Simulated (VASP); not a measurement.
Write the native input for VASP 6.6.1 that does the following.

* Task: single point
* Functional: PBE
* Potentials or basis: VASP PAW PBE potentials, release 64 (Nb_sv)
* Cutoff: 520 eV
* k mesh: 18 × 18 × 8
* Occupations: gaussian, width 0.1 eV
* Spin: no spin polarisation
* Dipole correction: no
* Further INCAR settings: ALGO = Normal; EDIFF = 1e-06; NBANDS = 20

The structure of Nb lies in POSCAR:

```
Nb
1.0
    2.7770064867      0.0000000000      0.0000000000
   -1.3885032434      2.4049581640      0.0000000000
    0.0000000000      0.0000000000      4.9465296352
Nb
2
Direct
    0.6666666700      0.3333333300      0.7500000000
    0.3333333300      0.6666666700      0.2500000000
```

This isn't the form of Nb at room conditions, which is bcc.

This cell differs from its parent crystal: Ta replaced by Nb, lengths x 0.979, strained.

These files were run (other wordings do the same):

INCAR

```
SYSTEM = Nb
PREC     = Accurate       ! precision mode
ENCUT    = 520            ! plane-wave cutoff, eV
EDIFF    = 1E-6           ! SCF threshold, eV
ISMEAR   = 0              ! smearing method
SIGMA    = 0.1            ! smearing width, eV
LREAL    = .False.        ! projectors in reciprocal space
LASPH    = .True.         ! aspherical terms in the spheres
NELM     = 80             ! most SCF steps
ALGO     = Normal         ! electronic algorithm
ISIF     = 2              ! what is computed and relaxed
LWAVE    = .False.        ! write WAVECAR
LCHARG   = .True.         ! write CHGCAR
GGA      = PE             ! functional
LELF     = .True.         ! ELF
LVHAR    = .True.       
NBANDS   = 20             ! bands
```

KPOINTS

```
regular mesh
0
Gamma
  18 18 8
  0 0 0
```

Potentials or basis: VASP PAW PBE potentials, release 64 (Nb_sv).

Launch:

```bash
$ cat potpaw_PBE.64/Nb_sv/POTCAR > POTCAR
$ mpirun -np 1 vasp_std > vasp.out
```

Results of the run:

```
Pressure               : 24.2 GPa
Band gap on the k mesh : zero (bands 13 and 14 overlap by 3.30 eV)
```

Caveat: the cell differs from its parent crystal (Ta replaced by Nb, lengths x 0.979, strained); the cell stands under pressure.

It took 110 s on 1 thread of Intel Xeon 8259CL, on a shared host, peak memory 0.23 GiB.
